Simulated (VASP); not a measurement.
Ni: single point with BLYP

The system is Ni.

```xyz
4
Lattice="2.5614 0.0000 0.0000 -1.2807 2.2182 0.0000 0.0000 0.0000 8.3930" Properties=species:S:1:pos:R:3 pbc="T T T"
Ni    1.2807    2.2182    0.0000
Ni    1.2807    2.2182    4.1965
Ni    0.0000    1.4788    2.0982
Ni    1.2807    0.7394    6.2947
```

This isn't the form of Ni at room conditions, which is fcc.

```
Program             : VASP 6.6.1
Task                : single point
Functional          : BLYP
Potentials or basis : VASP PAW PBE potentials, release 64 (Ni)
Cutoff              : 520 eV
k mesh              : 16 × 16 × 5
Occupations         : fermi-dirac, width 0.05 eV
Spin                : collinear spin, ferromagnetic start
Starting moments    : [-0.667, -0.667, -0.676, -0.676] μB
```

```
Pressure                                              : -5.9 GPa
Net moment                                            : -2.43 μB per cell
Site moments                                          : Ni -0.62, -0.63 (each value once) μB
Valence electrons inside the program's atomic spheres : Ni 9.21
```

Stress tensor (GPa, compression positive):
```
-6.03  0.00  0.00
 0.00 -6.03  0.00
 0.00  0.00 -5.58
```

Levels at points of the mesh, in eV from the Fermi level:
Spin up:
```tsv
k point	band 16	band 17	band 18	band 19	band 20	band 21
(0.00, 0.00, 0.00)	-0.79	-0.79	-0.50	-0.50	-0.27	-0.27
(0.50, 0.00, 0.00)	0.14	0.18	0.25	0.27	0.30	0.59
```
Spin down:
```tsv
k point	band 18	band 19	band 20	band 21	band 22	band 23	band 24	band 25
(0.00, 0.00, 0.00)	-1.11	-1.11	-0.92	-0.92	-0.63	-0.63	0.07	5.03
(0.50, 0.00, 0.00)	-0.52	-0.52	-0.50	0.50	1.52	2.18	2.70	5.90
```

Run time: 7.3 min on 1 thread of Oxide Virtual Turin-like Processor (shared host), peak memory 0.27 GiB.

Caveat: the cell stands under tension; the PAW data sets were made with another functional, which shifts forces and pressure a little.
